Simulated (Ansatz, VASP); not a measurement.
# Two plane-wave programs on TiAl3

```
CELL_PARAMETERS angstrom
2.90462 0.00000 0.00000
-1.45231 2.51548 0.00000
0.00000 0.00000 18.31299
ATOMIC_POSITIONS crystal
Ti 0.00000 0.00000 0.00000
Ti 0.00000 0.00000 0.50000
Al 0.33333 0.66667 0.12432
Al 0.66667 0.33333 0.62432
Al 0.33333 0.66667 0.37568
Al 0.66667 0.33333 0.87568
Al 0.33333 0.66667 0.75000
Al 0.66667 0.33333 0.25000
```

Change from the starting cell: species swapped into the Co3H type (P6_3/mmc, No. 194).

Alike in both runs: functional PBE; k mesh 6 × 6 × 2; occupations gaussian, width 0.1 eV; no spin polarisation.

Ansatz relaxed the structure, and its values are those at the end. VASP's run is a single point on that final structure, the one shown.

|  | VASP | Ansatz |
| --- | --- | --- |
| version | VASP 6.6.1 | Ansatz 0.2.0 |
| potentials or method | VASP PAW PBE potentials, release 64 (Ti_sv, Al), cutoff 520 eV | scalar-relativistic, plane waves, PAW |
| valence electrons in the cell | 42 | 42 |

|  | VASP | Ansatz | Ansatz less VASP |
| --- | --- | --- | --- |
| gap on the k mesh at the Fermi level (eV) | none | none | - |
| pressure (GPa) | -0.1 | 0.0 | +0.07 |

A gap of «none» marks a metal or a gap that the smearing closes.

The k mesh is coarse, so the values compare programs but aren't converged.
